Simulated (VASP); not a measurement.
Wanted: the native input for a VASP 6.6.1 run.

```
Task                   : relaxation of cell and atoms
Functional             : LDA
Potentials or basis    : VASP PAW LDA potentials, release 64 (Ta_pv, N)
Cutoff                 : 600 eV
k mesh                 : 9 × 9 × 4
Occupations            : gaussian, width 0.1 eV
Spin                   : no spin polarisation
Dipole correction      : no
Further INCAR settings : ALGO = Normal; EDIFF = 1e-06; IBRION = 2; EDIFFG = -0.05; NSW = 100; ISIF = 3
```

The structure of Ta2N lies in POSCAR:

```
Ta2N
1.0
    3.1128615100      0.0000000000      0.0000000000
   -1.5564307500      2.6958171400      0.0000000000
    0.0000000000      0.0000000000      4.8698410000
Ta N
2 1
Direct
    0.6666666700      0.3333333300      0.7452890000
    0.3333333300      0.6666666700      0.2547110000
    0.0000000000      0.0000000000      0.0000000000
```

The input as run:

INCAR

```
PREC     = Accurate       # precision mode
ENCUT    = 600            # plane-wave cutoff, eV
EDIFF    = 1E-6           # SCF threshold, eV
ISMEAR   = 0              # smearing method
SIGMA    = 0.1            # smearing width, eV
LREAL    = False          # projectors in reciprocal space
LASPH    = True           # aspherical terms in the spheres
NELM     = 100            # most SCF steps
ALGO     = Normal         # electronic algorithm
ISIF     = 3              # what is computed and relaxed
LWAVE    = False          # write WAVECAR
LCHARG   = False          # write CHGCAR
GGA      = CA             # functional
IBRION   = 2              # ionic algorithm
NSW      = 100            # ionic steps
EDIFFG   = -0.05          # ionic threshold
```

KPOINTS

```
Automatic mesh
0
Gamma
  9 9 4
```

Potentials or basis: VASP PAW LDA potentials, release 64 (Ta_pv, N).

Launch:

```sh
$ cat potpaw_LDA.64/Ta_pv/POTCAR potpaw_LDA.64/N/POTCAR > POTCAR
$ mpirun -np 1 vasp_std > vasp.out
```

Results of the run:

```
Relaxed volume                        : 13.02 Å³/atom
Relaxed cell                          : a = 3.070 Å, b = 3.070 Å, c = 4.785 Å, α = 90.00°, β = 90.00°, γ = 120.00°
Space group after relaxing (to 0.1 Å) : P-3m1 (No. 164)
Energy gained by relaxing             : 27.8 meV/atom
Ionic steps                           : 6
Pressure after relaxing               : 0.3 GPa
Largest force after relaxing          : 0.018 eV/Å
Band gap on the k mesh                : zero (an odd number of electrons rules out a gap without spin polarisation)
```

Caveat: spin-orbit coupling is left out, which moves the levels of the heavy elements.

Run time: 110 s on 1 thread of AMD EPYC 7R13 Processor (Zen 3), on a shared host, peak memory 0.15 GiB.
